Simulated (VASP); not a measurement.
# Ca2Hg3Br2 (I2_13) in VASP: single point with PBE

Aim: the single point of Ca2Hg3Br2 with PBE.

Program: VASP 6.6.1. These are calculated values, not measurements. Logs are shortened: lines on timing, memory, paths and dates and some standing lists are left out, and cuts for length are marked.

## Step 1: The cell of the first run

The structure is cubic, space group I2_13 (No. 199). The conventional cell has a = 9.393 Å, b = 9.393 Å, c = 9.393 Å, α = 90.00°, β = 90.00°, γ = 90.00°. Ca (site symmetry 3) has 3 Hg at 2.60 Å within 3.4 Å. Br (site symmetry 3) has 6 Hg at 3.03 to 3.44 Å and 8 Ca at 4.00 to 4.13 Å and 3 Br at 4.34 Å within 4.4 Å. Hg (site symmetry 2) has 2 Ca at 2.60 Å and 4 Br at 3.03 to 3.44 Å within 3.5 Å.

## Step 2: Single point, PBE

Contents of INCAR:

```
PREC = Accurate
ENCUT = 520
EDIFF = 1E-6
ISMEAR = -1
SIGMA = 0.1
LREAL = False
LASPH = True
NELM = 80
ALGO = Normal
ISIF = 2
LWAVE = False
LCHARG = True
GGA = PE
LELF = True
LVHAR = True
NBANDS = 83
```

Contents of KPOINTS:

```
Automatic mesh
0
Gamma
  5 5 5
```

Contents of POSCAR:

```
Ca2Hg3Br2
1.0
   -4.6966140000      4.6966140000      4.6966140000
    4.6966140000     -4.6966140000      4.6966140000
    4.6966140000      4.6966140000     -4.6966140000
Ca Br Hg
4 4 6
Direct
    0.5480000000      0.5480000000      0.5480000000
    0.5000000000      0.0000000000      0.9520000000
    0.9520000000      0.5000000000      0.0000000000
    0.0000000000      0.9520000000      0.5000000000
    0.0400000000      0.0400000000      0.0400000000
    0.5000000000      0.0000000000      0.4600000000
    0.4600000000      0.5000000000      0.0000000000
    0.0000000000      0.4600000000      0.5000000000
    0.2500000000      0.5540000000      0.3040000000
    0.7500000000      0.9460000000      0.1960000000
    0.3040000000      0.2500000000      0.5540000000
    0.1960000000      0.7500000000      0.9460000000
    0.5540000000      0.3040000000      0.2500000000
    0.9460000000      0.1960000000      0.7500000000
```

Potentials or basis: VASP PAW PBE potentials, release 64 (Ca_sv, Br, Hg).

On the command line:

```
$ cat potpaw_PBE.64/Ca_sv/POTCAR potpaw_PBE.64/Br/POTCAR potpaw_PBE.64/Hg/POTCAR > POTCAR
$ mpirun -np 1 vasp_std > vasp.out
```

OUTCAR:

```text
PREC = Accurate
   ENCUT = 520
   EDIFF = 1E-6
   ISMEAR = -1
   LREAL = False
   LASPH = True
   NELM = 80
   ISIF = 2
   GGA = PE

 ion  position               nearest neighbor table
   1  0.548  0.548  0.548-   9 2.60  13 2.60  11 2.60
   2  0.500  0.000  0.952-  10 2.60  12 2.60  13 2.60
   3  0.952  0.500  0.000-   9 2.60  12 2.60  14 2.60
   4  0.000  0.952  0.500-  10 2.60  11 2.60  14 2.60
   5  0.040  0.040  0.040-  10 3.03  12 3.03  14 3.03
   6  0.500  0.000  0.460-  11 3.03   9 3.03  14 3.03
   7  0.460  0.500  0.000-  10 3.03  11 3.03  13 3.03
   8  0.000  0.460  0.500-   9 3.03  12 3.03  13 3.03
   9  0.250  0.554  0.304-   1 2.60   3 2.60   8 3.03   6 3.03  11 3.73  12 3.73  13 3.73  14 3.73
[... 7 lines left out ...]
  13  0.554  0.304  0.250-   1 2.60   2 2.60   7 3.03   8 3.03   9 3.73  10 3.73  11 3.73  12 3.73

  14  0.946  0.196  0.750-   3 2.60   4 2.60   5 3.03   6 3.03  12 3.73   9 3.73  11 3.73  10 3.73

  LATTYP: Found a body centered cubic cell.
 ALAT       =     9.3932280000

  Lattice vectors:

 A1 = (  -4.6966140000,   4.6966140000,   4.6966140000)
 A2 = (   4.6966140000,  -4.6966140000,   4.6966140000)
 A3 = (   4.6966140000,   4.6966140000,  -4.6966140000)

Analysis of symmetry for initial positions (statically):
=====================================================================
 Subroutine PRICEL returns:
 Original cell was already a primitive cell.

 Routine SETGRP: Setting up the symmetry group for a
 body centered cubic supercell.

 Subroutine GETGRP returns: Found 12 space group operations
 (whereof  3 operations were pure point group operations)
 out of a pool of 48 trial point group operations.

The static configuration has the point symmetry C_3 .
 The point group associated with its full space group is T   .

Analysis of symmetry for dynamics (positions and initial velocities):
=====================================================================
 Subroutine PRICEL returns:
 Original cell was already a primitive cell.

 Routine SETGRP: Setting up the symmetry group for a
 body centered cubic supercell.

 Subroutine GETGRP returns: Found 12 space group operations
 (whereof  3 operations were pure point group operations)
 out of a pool of 48 trial point group operations.

The dynamic configuration has the point symmetry C_3 .
 The point group associated with its full space group is T   .

 Subroutine INISYM returns: Found 12 space group operations
 (whereof  3 operations are pure point group operations),
 and found     1 'primitive' translations

----------------------------------------------------------------------------------------

                                     Primitive cell

  volume of cell :     414.3951

  direct lattice vectors                    reciprocal lattice vectors
    -4.696614000  4.696614000  4.696614000     0.000000000  0.106459675  0.106459675
     4.696614000 -4.696614000  4.696614000     0.106459675  0.000000000  0.106459675
     4.696614000  4.696614000 -4.696614000     0.106459675  0.106459675  0.000000000

  length of vectors
     8.134774072  8.134774072  8.134774072     0.150556716  0.150556716  0.150556716

  position of ions in fractional coordinates (direct lattice)
     0.548000000  0.548000000  0.548000000
     0.500000000  0.000000000  0.952000000
     0.952000000  0.500000000  0.000000000
     0.000000000  0.952000000  0.500000000
     0.040000000  0.040000000  0.040000000
     0.500000000  0.000000000  0.460000000
     0.460000000  0.500000000  0.000000000
     0.000000000  0.460000000  0.500000000
     0.250000000  0.554000000  0.304000000
     0.750000000  0.946000000  0.196000000
     0.304000000  0.250000000  0.554000000
     0.196000000  0.750000000  0.946000000
     0.554000000  0.304000000  0.250000000
     0.946000000  0.196000000  0.750000000

  ion indices of the primitive-cell ions
   primitive index   ion index
                 1           1
                 2           2
                 3           3
                 4           4
                 5           5
                 6           6
                 7           7
                 8           8
                 9           9
                10          10
                11          11
                12          12
                13          13
                14          14

----------------------------------------------------------------------------------------

 KPOINTS: Automatic mesh

Automatic generation of k-mesh.
 Grid dimensions read from file:
 generate k-points for:    5    5    5

 Generating k-lattice:

  Cartesian coordinates                     Fractional coordinates (reciprocal lattice)
     0.000000000  0.021291935  0.021291935     0.200000000  0.000000000  0.000000000
     0.021291935  0.000000000  0.021291935     0.000000000  0.200000000  0.000000000
     0.021291935  0.021291935  0.000000000     0.000000000  0.000000000  0.200000000

  Length of vectors
     0.030111343  0.030111343  0.030111343

  Shift w.r.t. Gamma in fractional coordinates (k-lattice)
     0.000000000  0.000000000  0.000000000

 Subroutine IBZKPT returns following result:
 ===========================================

 Found     11 irreducible k-points:

 Following reciprocal coordinates:
            Coordinates               Weight
  0.000000  0.000000  0.000000      1.000000
  0.200000  0.000000  0.000000     12.000000
  0.400000  0.000000  0.000000     12.000000
  0.200000  0.200000  0.000000     24.000000
  0.400000  0.200000 -0.000000     24.000000
  0.200000  0.200000  0.200000      8.000000
 -0.200000  0.200000  0.200000      6.000000
 -0.400000  0.400000  0.200000     12.000000
  0.200000 -0.200000  0.400000     12.000000
 -0.400000 -0.400000  0.200000      8.000000
 -0.400000  0.400000  0.400000      6.000000
   k-points           NKPTS =     11   k-points in BZ     NKDIM =     11   number of bands    NBANDS=     83
   number of dos      NEDOS =    301   number of ions     NIONS =     14
   total plane-waves  NPLWV = 262144
   dimension x,y,z NGX =    64 NGY =   64 NGZ =   64
   dimension x,y,z NGXF=   128 NGYF=  128 NGZF=  128
   ions per type =               4   4   6
   NGX,Y,Z   is equivalent  to a cutoff of  13.08, 13.08, 13.08 a.u.
   NGXF,Y,Z  is equivalent  to a cutoff of  26.16, 26.16, 26.16 a.u.
 SYSTEM =  unknown system
   PREC   = accura    normal or accurate (medium, high low for compatibility)
   ISTART =      0    job   : 0-new  1-cont  2-samecut
   ICHARG =      2    charge: 1-file 2-atom 10-const
   ISPIN  =      1    spin polarized calculation?
   LNONCOLLINEAR =      F non collinear calculations
   LSORBIT =      F    spin-orbit coupling
   LASPH  =      T    aspherical Exc in radial PAW
   ENCUT  =  520.0 eV  38.22 Ry    6.18 a.u.  15.13 15.13 15.13*2*pi/ulx,y,z
   NELM   =     80;   NELMIN=  2; NELMDL= -5     # of ELM steps
   EDIFF  = 0.1E-05   stopping-criterion for ELM
   LREAL  =      F    real-space projection
   EDIFFG = 0.1E-04   stopping-criterion for IOM
   NSW    =      0    number of steps for IOM
   IBRION =     -1    ionic relax: 0-MD 1-quasi-New 2-CG
   NFREE  =      0    steps in history (QN), initial steepest desc. (CG)
   ISIF   =      2    stress and relaxation
   ISYM   =      2    0-nonsym 1-usesym 2-fastsym
   POTIM  = 0.5000    time-step for ionic-motion
   TEBEG  =    0.0;   TEEND  =   0.0 temperature during run
   PSTRESS=    0.0 pullay stress
   NELECT =     140.0000    total number of electrons
   NUPDOWN=      -1.0000    fix difference up-down
   EMIN   =  10.00;   EMAX   =-10.00  energy-range for DOS
   EFERMI =   0.00;   METHOD = LEGACY
   ISMEAR =    -1;   SIGMA  =   0.10  broadening in eV -4-tet -1-fermi 0-gaus
   EFERMI_NEDOS =   21; number of points for ismear=-14 and -15
   IALGO  =     38    algorithm
   IMIX   =      4    mixing-type and parameters
     AMIX     =   0.40;   BMIX     =  1.00
     AMIX_MAG =   1.60;   BMIX_MAG =  1.00
  volume/ion in A,a.u.               =      29.60       199.75
  Fermi-wavevector in a.u.,A,eV,Ry     =   1.140195  2.154657 17.688196  1.300046
  Thomas-Fermi vector in A             =   2.276898
   LORBIT       =      0    0 simple, 1 ext, 2 COOP (PROOUT), +10 PAW based schemes
   GGA     = PE    functional components
   LHFCALC =     F    Hartree Fock is set to
   AEXX    =    0.0000 exact exchange contribution
   IVDW    =     0    specifies the selected vdW correction
   LEPSILON=     F    determine dielectric tensor
   LRPA    =     F    only Hartree local field effects (RPA)
 non-spin polarized calculation
  energy-cutoff  :      520.00
  volume of cell :      414.40
 maximum number of plane-waves:     11189
 NGX is ok and might be reduce to    64
   NGX = 31   NGY = 31   NGZ = 31

 number of electron     140.0000015 magnetization

 Free energy of the ion-electron system (eV)
  ---------------------------------------------------
  ext. energy  EPLUGINS =         0.00000000
  ---------------------------------------------------
  free energy    TOTEN  =       -13.66656869 eV

  energy without entropy =      -13.54525209  energy(sigma->0) =      -13.60591039

 E-fermi :   2.8858     XC(G=0):  -8.9482

 val. band max:        2.7955669134   @ k =   0.2000   0.0000   0.0000
 cond. band min:       2.9202825119   @ k =  -0.2000   0.2000   0.2000
 fundamental gap:      0.1247155985
 Fermi energy:         2.8857962253

 k-point     1 :       0.0000    0.0000    0.0000
  band No.  band energies     occupation
      1     -39.5261      2.00000
      2     -39.5205      2.00000
      3     -39.5205      2.00000
      4     -39.5205      2.00000
      5     -20.6614      2.00000
      6     -20.6614      2.00000
[... 924 lines left out ...]
     81       4.6774      0.00000
     82       4.7536      0.00000
 [bands above 82 left out]

------------------------ aborting loop because EDIFF is reached ----------------------------------------

  FORCE on cell =-STRESS in cart. coord.  units (eV):
  Direction    XX          YY          ZZ          XY          YZ          ZX
  --------------------------------------------------------------------------------------
  -------------------------------------------------------------------------------------
  Total       30.9327519     30.9327519     30.9327519      0.0000000      0.0000000     -0.0000000
  in kB      119.5954190    119.5954190    119.5954190      0.0000000      0.0000000     -0.0000000
  external PRESSURE =     119.5954190 kB  Pullay stress =       0.0000000 kB

 VOLUME and BASIS-vectors are now :
 -----------------------------------------------------------------------------
  energy-cutoff  :      520.00
  volume of cell :      414.40
      direct lattice vectors                 reciprocal lattice vectors
    -4.696614000  4.696614000  4.696614000     0.000000000  0.106459675  0.106459675
     4.696614000 -4.696614000  4.696614000     0.106459675  0.000000000  0.106459675
     4.696614000  4.696614000 -4.696614000     0.106459675  0.106459675  0.000000000

 POSITION                                       TOTAL-FORCE (eV/Angst)
 -----------------------------------------------------------------------------------
      2.57374      2.57374      2.57374         2.318246      2.318246      2.318246
      2.12287      6.81948     -2.12287        -2.318246     -2.318246      2.318246
     -2.12287      2.12287      6.81948         2.318246     -2.318246     -2.318246
      6.81948     -2.12287      2.12287        -2.318246      2.318246     -2.318246
      0.18786      0.18786      0.18786        -0.223317     -0.223317     -0.223317
     -0.18786      4.50875      0.18786         0.223317      0.223317     -0.223317
      0.18786     -0.18786      4.50875        -0.223317      0.223317      0.223317
      4.50875      0.18786     -0.18786         0.223317     -0.223317      0.223317
      2.85554      0.00000      2.34831         0.317734     -0.000000      0.000000
      1.84107     -0.00000      7.04492        -0.317734     -0.000000      0.000000
      2.34831      2.85554      0.00000         0.000000      0.317734      0.000000
      7.04492      1.84107      0.00000         0.000000     -0.317734      0.000000
      0.00000      2.34831      2.85554         0.000000     -0.000000      0.317734
      0.00000      7.04492      1.84107         0.000000     -0.000000     -0.317734
 -----------------------------------------------------------------------------------
    total drift:                                0.000000      0.000000     -0.000000

  FREE ENERGIE OF THE ION-ELECTRON SYSTEM (eV)
  ---------------------------------------------------
  free  energy   TOTEN  =       -13.6665686894 eV

  energy  without entropy=      -13.5452520920  energy(sigma->0) =      -13.60591039
```

Run time: 9 min. Hardware: 1 thread of Intel Xeon Platinum 8375C at 2.90GHz (Ice Lake), shared host; peak memory 0.76 GiB.

What came out:

- Free energy: -13.6666 eV
- Pressure: 12.0 GPa
- Largest force: 4.015 eV/Å
- Band gap on the k mesh: zero (bands 70 and 71 overlap by 0.16 eV)

Forces in eV/Å, atoms in the order of the input:
```
Ca   2.318  2.318  2.318
Ca  -2.318 -2.318  2.318
Ca   2.318 -2.318 -2.318
Ca  -2.318  2.318 -2.318
Br  -0.223 -0.223 -0.223
Br   0.223  0.223 -0.223
Br  -0.223  0.223  0.223
Br   0.223 -0.223  0.223
Hg   0.318  0.000  0.000
Hg  -0.318  0.000  0.000
Hg   0.000  0.318  0.000
Hg   0.000 -0.318  0.000
Hg   0.000  0.000  0.318
Hg   0.000  0.000 -0.318
```

Caveat: the cell stands under pressure; spin-orbit coupling is left out, which moves the levels of the heavy elements; forces of over 1 eV/Å act on the atoms, so gaps and moduli don't describe the material at rest.
